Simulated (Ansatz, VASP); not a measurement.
## One calculation of H6Rh, two programs

INCAR

```
SYSTEM = H6Rh
PREC     = Accurate       ! precision mode
ENCUT    = 520            ! plane-wave cutoff, eV
EDIFF    = 1E-6           ! SCF threshold, eV
ISMEAR   = 0              ! smearing method
SIGMA    = 0.1            ! smearing width, eV
LREAL    = .FALSE.        ! projectors in reciprocal space
LASPH    = .TRUE.         ! aspherical terms in the spheres
NELM     = 80             ! most SCF steps
ALGO     = Normal         ! electronic algorithm
ISIF     = 2              ! what is computed and relaxed
LWAVE    = .FALSE.        ! write WAVECAR
LCHARG   = .FALSE.        ! write CHGCAR
GGA      = PE             ! functional
NBANDS   = 20             ! bands
```

KPOINTS

```
Automatic mesh
0
G
  6 6 6
  0 0 0
```

The input POSCAR:

```
H6Rh
1.0
    0.0000000000      3.0728766000      3.0728766000
    3.0728766000      0.0000000000      3.0728766000
    3.0728766000      3.0728766000      0.0000000000
H Rh
6 1
Direct
    0.1828826000      0.1828826000      0.1828826000
    0.1828826000      0.1828826000      0.4513521900
    0.1828826000      0.4513521900      0.1828826000
    0.4513521900      0.1828826000      0.1828826000
    0.7500000000      0.7500000000      0.7500000000
    0.5000000000      0.5000000000      0.5000000000
    0.0000000000      0.0000000000      0.0000000000
```

Input for Ansatz:

```yaml
crystal:
  lattice:
    - [0.0, 3.0728766, 3.0728766]
    - [3.0728766, 0.0, 3.0728766]
    - [3.0728766, 3.0728766, 0.0]
  atoms:
    - { symbol: H, position: [0.1828826, 0.1828826, 0.1828826] }
    - { symbol: H, position: [0.1828826, 0.1828826, 0.45135219] }
    - { symbol: H, position: [0.1828826, 0.45135219, 0.1828826] }
    - { symbol: H, position: [0.45135219, 0.1828826, 0.1828826] }
    - { symbol: H, position: [0.75, 0.75, 0.75] }
    - { symbol: H, position: [0.5, 0.5, 0.5] }
    - { symbol: Rh, position: [0.0, 0.0, 0.0] }
basis:
  ecutwfc: 420
kpoints:
  mp_grid: { grid: [6, 6, 6] }
hamiltonian:
  xc: pbe
scf:
  occupations: { method: gaussian, width: 0.1 }
  lower_state_search: "off"
output:
  forces: true
  stress: true
  eigenvalues: true
```

Alike in both runs: task single point; functional PBE; k mesh 6 × 6 × 6; occupations gaussian, width 0.1 eV; no spin polarisation.

|  | VASP | Ansatz |
| --- | --- | --- |
| version | VASP 6.6.1 | Ansatz 0.2.0 |
| potentials or method | VASP PAW PBE potentials, release 64 (H, Rh_pv), cutoff 520 eV | scalar-relativistic, plane waves, PAW |
| valence electrons in the cell | 21 | 23 |

Ansatz gave:

- gap on the k mesh at the Fermi level (eV): none
- pressure (GPa): -14.4
- rms of the force components (eV/Å): 1.194

Question: What did VASP give for the same quantities?

Answer: gap on the k mesh at the Fermi level (eV): none; pressure (GPa): -14.6; rms of the force components (eV/Å): 1.191.

Atom by atom the forces differ by 0.003 eV/Å (rms over components). A gap of «none» marks a metal or a gap that the smearing closes. VASP's potentials hold 21 valence electrons a cell and Ansatz's 23, so a difference there can come from the potentials and not from the codes.
